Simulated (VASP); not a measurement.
Sc2SiF2:

```xyz
5
Lattice="3.5127 0.0000 0.0000 -1.7564 3.0421 0.0000 0.0000 0.0000 6.2430" Properties=species:S:1:pos:R:3 pbc="T T T"
Sc    0.0000    2.0281    1.8105
Sc    1.7564    1.0140    4.4325
Si    0.0000    0.0000    0.0000
F     0.0000    2.0281    3.8706
F     1.7564    1.0140    2.3723
```

The cell was generated, and may not be a known phase.

```yaml
Program: VASP 6.6.1
Task: relaxation of cell and atoms
Functional: PBE
Potentials_or_basis: VASP PAW PBE potentials, release 64 (Sc_sv, Si, F)
Cutoff: 600 eV
k_mesh: 6 × 6 × 4
Occupations: gaussian, width 0.1 eV
Spin: no spin polarisation
```

At the start: pressure 21.3 GPa; volume 13.34 Å³/atom.

Task: Where does the relaxation end?

Result: Over 11 steps the energy falls by 333.4 meV/atom and the volume is 15.53 Å³/atom (+16.4 %); space group P-3m1 (No. 164, to 0.1 Å) before and after.

The path:
```
step  energy change (eV)  largest force (eV/Å)  pressure (GPa)  volume (Å³)
   1              0.0000                3.7494           21.31        66.71
   2             -1.2593                1.2389           -7.92        85.35
   3             -1.3118                1.5672           -4.55        81.30
   4             -1.6245                0.4818           -1.77        78.68
   5             -1.6565                0.1500           -0.28        77.63
   6             -1.6564                0.1378           -0.17        77.56
   7             -1.6605                0.1105            0.10        77.34
   8             -1.6640                0.0443            0.75        76.87
   9             -1.6661                0.0676            0.17        77.40
  10             -1.6663                0.0813            0.01        77.55
  11             -1.6669                0.0364           -0.02        77.63
```

Final structure:
```
CELL_PARAMETERS angstrom
3.73521 0.00000 0.00000
-1.86760 3.23479 0.00000
0.00000 0.00000 6.42453
ATOMIC_POSITIONS crystal
Sc 0.33333 0.66667 0.24895
Sc 0.66667 0.33333 0.75105
Si 0.00000 0.00000 0.00000
F 0.33333 0.66667 0.60342
F 0.66667 0.33333 0.39658
```

Caveat: the volume moved by over 15 % at a fixed basis, so the end points are rough.
